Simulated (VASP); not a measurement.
## Cl4Si: single point with PBE

Cl4Si, in a box:

```
Cl Si
1.0
    12.00000    0.00000    0.00000
     0.00000   13.00000    0.00000
     0.00000    0.00000   13.00000
Cl Si
4 1
Direct
  0.40240 0.46774 0.62717
  0.62056 0.38326 0.49762
  0.38160 0.42241 0.37806
  0.52922 0.61997 0.46103
  0.48345 0.47335 0.49482
```

This cell differs from its parent crystal: last atom moved by 0.05 Å along z.

| Item | Value |
| --- | --- |
| Program | VASP 6.6.1 |
| Task | single point |
| Functional | PBE |
| Potentials or basis | VASP PAW PBE potentials, release 64 (Cl, Si) |
| Cutoff | 590 eV |
| k mesh | 1 × 1 × 1 |
| Occupations | gaussian, width 0.03 eV |
| Spin | no spin polarisation |

```yaml
Largest_force: 1.344 eV/Å
Gap_between_the_frontier_levels: 6.25 eV
```

Forces on the atoms (eV/Å):
```
Cl  -0.494 -0.037  0.961
Cl   0.246 -0.176  0.092
Cl   0.117  0.063  0.231
Cl   0.036  0.127  0.057
Si   0.094  0.022 -1.341
```

Levels at points of the mesh, in eV from the valence-band top:
```csv
k point,band 13,band 14,band 15,band 16,band 17,band 18,band 19,band 20
"(0.00, 0.00, 0.00)",-0.85,-0.14,-0.06,0.00,6.25,7.34,7.44,7.47
```

Wall time 2.8 min on 1 thread of AMD EPYC 9R45 96-Core Processor (Zen 5) (shared host), peak memory 1.5 GiB.

Caveat: the cell differs from its parent crystal (last atom moved by 0.05 Å along z).
